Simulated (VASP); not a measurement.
# InP in VASP: further runs

InP is run at these levels: PBEsol; tasks: single point.

Everything below comes from runs of VASP 6.6.1. Logs are shortened: lines on timing, memory, paths and dates and some standing lists are left out, and cuts for length are marked.

## (1) The cell of the first run

The cell holds a wire or tube with vacuum around it, 18 atoms: a = 14.600 Å, b = 13.200 Å, c = 8.327 Å, α = 90.00°, β = 90.00°, γ = 90.00°.

## (2) Single point, PBEsol

INCAR reads:

```
  ALGO = Normal
  EDIFF = 1E-6
  ENCUT = 520
  GGA = PS
  ISIF = 2
  ISMEAR = 0
  LASPH = T
  LCHARG = F
  LREAL = Auto
  LWAVE = F
  NBANDS = 96
  NELM = 100
  PREC = Accurate
  SIGMA = 0.05
```

KPOINTS reads:

```
k-points
0
Gamma
  1 1 6
```

POSCAR reads:

```
InP
1.0
   14.6000000000      0.0000000000      0.0000000000
    0.0000000000     13.2000000000      0.0000000000
    0.0000000000      0.0000000000      8.3273416580
In P
9 9
Direct
    0.6799516110      0.5000000000     -0.1428570071
    0.3511850684      0.5000000000      0.4843632376
    0.5419270881      0.5000000000      0.2969824453
    0.3862550432      0.3838428143      0.0906571483
    0.6409840989      0.2825037802      0.4124462113
    0.5185420944      0.6223566771      0.6912908044
    0.3862550432      0.6161571857      0.0906571483
    0.6409840989      0.7174962198      0.4124462113
    0.5185420944      0.3776433229      0.6912908044
    0.3917606278      0.5000000000      0.8118692898
    0.2643489657      0.5000000000      0.2105493655
    0.6493116405      0.5000000000      0.5428361356
    0.5549201403      0.3304165038      0.1210808036
    0.4372073754      0.6679985692      0.4337772075
    0.6373358407      0.6813311071      0.8988760916
    0.5549201403      0.6695834962      0.1210808036
    0.4372073754      0.3320014308      0.4337772075
    0.6373358407      0.3186688929      0.8988760916
```

Potentials or basis: VASP PAW PBE potentials, release 64 (In_d, P).

Command:

```console
$ cat potpaw_PBE.64/In_d/POTCAR potpaw_PBE.64/P/POTCAR > POTCAR
$ mpirun -np 1 vasp_std > vasp.out
```

OUTCAR:

```text
EDIFF = 1E-6
   ENCUT = 520
   GGA = PS
   ISIF = 2
   ISMEAR = 0
   LASPH = T
   LREAL = Auto
   NELM = 100
   PREC = Accurate

 ion  position               nearest neighbor table
   1  0.680  0.500  0.857-  15 2.50  18 2.50  12 2.66   9 3.17   6 3.17
   2  0.351  0.500  0.484-  14 2.58  17 2.58  11 2.61  10 2.79   3 3.19   6 3.40   9 3.40   7 3.66
                             4 3.66
   3  0.542  0.500  0.297-  12 2.58  13 2.68  16 2.68  14 2.92  17 2.92   2 3.19   7 3.24   4 3.24
                             8 3.36   5 3.36   9 3.68   6 3.68
   4  0.386  0.384  0.091-  11 2.55  13 2.57  10 2.78  17 3.03   7 3.07   3 3.24   2 3.66   9 3.85

   5  0.641  0.283  0.412-  13 2.80  17 3.05  12 3.07   9 3.19   3 3.36
   6  0.519  0.622  0.691-  14 2.52  15 2.57  10 2.65  12 2.79   1 3.17   8 3.19   9 3.23   2 3.40
                             3 3.68   7 3.85
   7  0.386  0.616  0.091-  11 2.55  16 2.57  10 2.78  14 3.03   4 3.07   3 3.24   2 3.66   6 3.85

   8  0.641  0.717  0.412-  16 2.80  14 3.05  12 3.07   6 3.19   3 3.36
   9  0.519  0.378  0.691-  17 2.52  18 2.57  10 2.65  12 2.79   1 3.17   5 3.19   6 3.23   2 3.40
                             3 3.68   4 3.85
  10  0.392  0.500  0.812-   6 2.65   9 2.65   7 2.78   4 2.78   2 2.79
  11  0.264  0.500  0.211-   4 2.55   7 2.55   2 2.61
  12  0.649  0.500  0.543-   3 2.58   1 2.66   6 2.79   9 2.79   8 3.07   5 3.07
  13  0.555  0.330  0.121-  18 2.21   4 2.57   3 2.68   5 2.80
  14  0.437  0.668  0.434-   6 2.52   2 2.58   3 2.92   7 3.03   8 3.05
  15  0.637  0.681  0.899-  16 2.21   1 2.50   6 2.57
  16  0.555  0.670  0.121-  15 2.21   7 2.57   3 2.68   8 2.80
  17  0.437  0.332  0.434-   9 2.52   2 2.58   3 2.92   4 3.03   5 3.05
  18  0.637  0.319  0.899-  13 2.21   1 2.50   9 2.57

  LATTYP: Found a simple orthorhombic cell.
 ALAT       =     8.3273416580
 B/A-ratio  =     1.5851397171
 C/A-ratio  =     1.7532605962

  Lattice vectors:

 A1 = (   0.0000000000,   0.0000000000,  -8.3273416580)
 A2 = (   0.0000000000,  13.2000000000,   0.0000000000)
 A3 = (  14.6000000000,   0.0000000000,   0.0000000000)

Analysis of symmetry for initial positions (statically):
=====================================================================
 Subroutine PRICEL returns:
 Original cell was already a primitive cell.

 Routine SETGRP: Setting up the symmetry group for a
 simple orthorhombic supercell.

 Subroutine GETGRP returns: Found  2 space group operations
 (whereof  2 operations were pure point group operations)
 out of a pool of  8 trial point group operations.

The static configuration has the point symmetry C_1h.
[... 130 lines left out ...]
   ISIF   =      2    stress and relaxation
   ISYM   =      2    0-nonsym 1-usesym 2-fastsym
   POTIM  = 0.5000    time-step for ionic-motion
   TEBEG  =    0.0;   TEEND  =   0.0 temperature during run
   PSTRESS=    0.0 pullay stress
   NELECT =     162.0000    total number of electrons
   NUPDOWN=      -1.0000    fix difference up-down
   EMIN   =  10.00;   EMAX   =-10.00  energy-range for DOS
   EFERMI =   0.00;   METHOD = LEGACY
   ISMEAR =     0;   SIGMA  =   0.05  broadening in eV -4-tet -1-fermi 0-gaus
   EFERMI_NEDOS =   21; number of points for ismear=-14 and -15
   IALGO  =     38    algorithm
   IMIX   =      4    mixing-type and parameters
     AMIX     =   0.40;   BMIX     =  1.00
     AMIX_MAG =   1.60;   BMIX_MAG =  1.00
  volume/ion in A,a.u.               =      89.16       601.67
  Fermi-wavevector in a.u.,A,eV,Ry     =   0.762258  1.440459  7.905496  0.581038
  Thomas-Fermi vector in A             =   1.861680
   LORBIT       =      0    0 simple, 1 ext, 2 COOP (PROOUT), +10 PAW based schemes
   GGA     = PS    functional components
   LHFCALC =     F    Hartree Fock is set to
   AEXX    =    0.0000 exact exchange contribution
   IVDW    =     0    specifies the selected vdW correction
   LEPSILON=     F    determine dielectric tensor
   LRPA    =     F    only Hartree local field effects (RPA)
 non-spin polarized calculation
 Gauss-broadening in eV      SIGMA  =   0.05
  energy-cutoff  :      520.00
  volume of cell :     1604.85
 maximum number of plane-waves:     43241
 NGX is ok and might be reduce to   112
   NGX = 55   NGY = 49   NGZ = 31

 number of electron     162.0000004 magnetization

 Free energy of the ion-electron system (eV)
  ---------------------------------------------------
  ext. energy  EPLUGINS =         0.00000000
  ---------------------------------------------------
  free energy    TOTEN  =       -71.61271768 eV

  energy without entropy =      -71.61267848  energy(sigma->0) =      -71.61269808

 E-fermi :  -1.5513     XC(G=0):  -3.5309

 val. band max:       -1.6686197408   @ k =   0.0000   0.0000   0.5000
 cond. band min:      -1.4273109166   @ k =   0.0000   0.0000   0.3333
 fundamental gap:      0.2413088242
 Fermi energy:        -1.5513050443

 k-point     1 :       0.0000    0.0000    0.0000
  band No.  band energies     occupation
      1     -16.6654      2.00000
      2     -16.5747      2.00000
      3     -16.5742      2.00000
      4     -16.5377      2.00000
      5     -16.5358      2.00000
      6     -16.4971      2.00000
[... 373 lines left out ...]
     92       1.0133      0.00000
     93       1.2965      0.00000
 [bands above 93 left out]

------------------------ aborting loop because EDIFF is reached ----------------------------------------

  FORCE on cell =-STRESS in cart. coord.  units (eV):
  Direction    XX          YY          ZZ          XY          YZ          ZX
  --------------------------------------------------------------------------------------
  -------------------------------------------------------------------------------------
  Total       -0.0810002     -0.0205801     -0.1650338      0.0000000      0.0000000      0.0522220
  in kB       -0.0808655     -0.0205459     -0.1647594      0.0000000      0.0000000      0.0521351
  external PRESSURE =      -0.0887236 kB  Pullay stress =       0.0000000 kB

 VOLUME and BASIS-vectors are now :
 -----------------------------------------------------------------------------
  energy-cutoff  :      520.00
  volume of cell :     1604.85
      direct lattice vectors                 reciprocal lattice vectors
    14.600000000  0.000000000  0.000000000     0.068493151  0.000000000  0.000000000
     0.000000000 13.200000000  0.000000000     0.000000000  0.075757576  0.000000000
     0.000000000  0.000000000  8.327341658     0.000000000  0.000000000  0.120086342

 POSITION                                       TOTAL-FORCE (eV/Angst)
 -----------------------------------------------------------------------------------
      9.92729      6.60000      7.13772        -0.005739     -0.000000      0.003873
      5.12730      6.60000      4.03346         0.002646     -0.000000     -0.007372
      7.91214      6.60000      2.47307         0.003233     -0.000000      0.001588
      5.63932      5.06673      0.75493         0.000585      0.009354      0.002128
      9.35837      3.72905      3.43458         0.008246     -0.012408      0.011620
      7.57071      8.21511      5.75661        -0.007924      0.003639      0.000363
[... 10 lines left out ...]
      6.38323      4.38242      3.61221        -0.006919     -0.001968      0.012815
      9.30510      4.20643      7.48525        -0.006434      0.014938      0.011188
 -----------------------------------------------------------------------------------
    total drift:                                0.025750      0.000000     -0.004509

  FREE ENERGIE OF THE ION-ELECTRON SYSTEM (eV)
  ---------------------------------------------------
  free  energy   TOTEN  =       -71.6127176801 eV

  energy  without entropy=      -71.6126784826  energy(sigma->0) =      -71.61269808
```

stdout:

```text
POSCAR found type information on POSCAR InP
 POSCAR found :  2 types and      18 ions
 scaLAPACK will be used
 -----------------------------------------------------------------------------
|                                                                             |
|                                                                             |
|     You enforced a specific xc type in the INCAR file but a different       |
|     I HOPE YOU KNOW WHAT YOU ARE DOING!                                     |
|                                                                             |
 -----------------------------------------------------------------------------

 LDA part: xc-table for (Slater+PW92), standard interpolation
 POSCAR, INCAR and KPOINTS ok, starting setup
 FFT: planning ... GRIDC
 FFT: planning ... GRID_SOFT
 FFT: planning ... GRID
 WAVECAR not read
 entering main loop
```

It took 34 min on 1 thread of Intel Xeon 8259CL, shared host; peak memory 1.4 GiB.

What came out:

```
Free energy            : -71.6127 eV
Largest force          : 0.030 eV/Å
Band gap on the k mesh : 0.24 eV (least direct gap 0.31 eV)
```

Forces in eV/Å, atoms in the order of the input:
```
In  -0.006  0.000  0.004
In   0.003  0.000 -0.007
In   0.003  0.000  0.002
In   0.001  0.009  0.002
In   0.008 -0.012  0.012
In  -0.008  0.004  0.000
In   0.001 -0.009  0.002
In   0.008  0.012  0.012
In  -0.008 -0.004  0.000
P   -0.011  0.000 -0.015
P   -0.007  0.000 -0.001
P    0.017  0.000 -0.003
P    0.013  0.001 -0.028
P   -0.007  0.002  0.013
P   -0.006 -0.015  0.011
P    0.013 -0.001 -0.028
P   -0.007 -0.002  0.013
P   -0.006  0.015  0.011
```

Caveat: semilocal functionals underestimate gaps, and a narrow one can read as zero; the PAW data sets were made with another functional, which shifts forces and pressure a little; spin-orbit coupling is left out, which moves the levels of the heavy elements.

(Part 1 of 2 ends here.)

The gap in the log of VASP goes by the Fermi energy; the results here count the filled bands.